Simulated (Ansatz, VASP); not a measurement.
# LaHg2: VASP beside Ansatz

INCAR

```
  PREC = Accurate
  ENCUT = 520
  EDIFF = 1E-8
  ISMEAR = -1
  SIGMA = 0.08
  LREAL = False
  LASPH = True
  NELM = 80
  ALGO = Normal
  ISIF = 2
  LWAVE = False
  LCHARG = False
  GGA = CA
  LEFG = True
  NBANDS = 24
```

Contents of KPOINTS:

```
Automatic mesh
0
Gamma
  8 8 9
```

File POSCAR:

```
LaHg2
1.0
    4.9247221298      0.0000000000      0.0000000000
   -2.4623610649      4.2649344710      0.0000000000
    0.0000000000      0.0000000000      3.6155697337
La Hg
1 2
Direct
    0.0000000000      0.0000000000      0.0000000000
    0.3333333333      0.6666666667      0.5000000000
    0.6666666667      0.3333333333      0.5000000000
```

Input for Ansatz:

```yaml
crystal:
  lattice:
    - [4.9247221298, 0.0, 0.0]
    - [-2.4623610649, 4.264934471, 0.0]
    - [0.0, 0.0, 3.6155697337]
  atoms:
    - { symbol: La, position: [0.0, 0.0, 0.0] }
    - { symbol: Hg, position: [0.3333333333, 0.6666666667, 0.5] }
    - { symbol: Hg, position: [0.6666666667, 0.3333333333, 0.5] }
kpoints:
  mp_grid: { grid: [8, 8, 9] }
scf:
  occupations: { method: fermi_dirac, width: 0.08 }
hamiltonian:
  xc: lda
  pseudopotentials: { kind: all_electron, datasets: crystal }
output:
  forces: true
  stress: true
  eigenvalues: true
  efg: { contact_densities: true }
```

Change from the starting cell: volume scaled by 0.98, crystal datasets.

Alike in both runs: task electric field gradients; functional LDA; k mesh 8 × 8 × 9; occupations fermi-dirac, width 0.08 eV; no spin polarisation.

```csv
,VASP,Ansatz
version,VASP 6.6.1,Ansatz 0.2.0
potentials or method,"VASP PAW LDA potentials, release 64 (La, Hg), cutoff 520 eV","all-electron PAW with datasets made for the crystal, scalar-relativistic"
```

```csv
,VASP,Ansatz,Ansatz less VASP
pressure (GPa),-1.2,-1.7,-0.46
"traceless stress, the component that is largest in VASP (GPa)",-1.34,-1.04,+0.302
size of Vzz on the site where it differs most (V/Å²),324.0,284.6,-39.38
```

LDA's correlation is that of Perdew and Zunger in VASP and of Perdew and Wang (1992) in Ansatz. Ansatz ran all-electron here, and VASP with PAW potentials.

Neither program's run includes spin-orbit coupling.
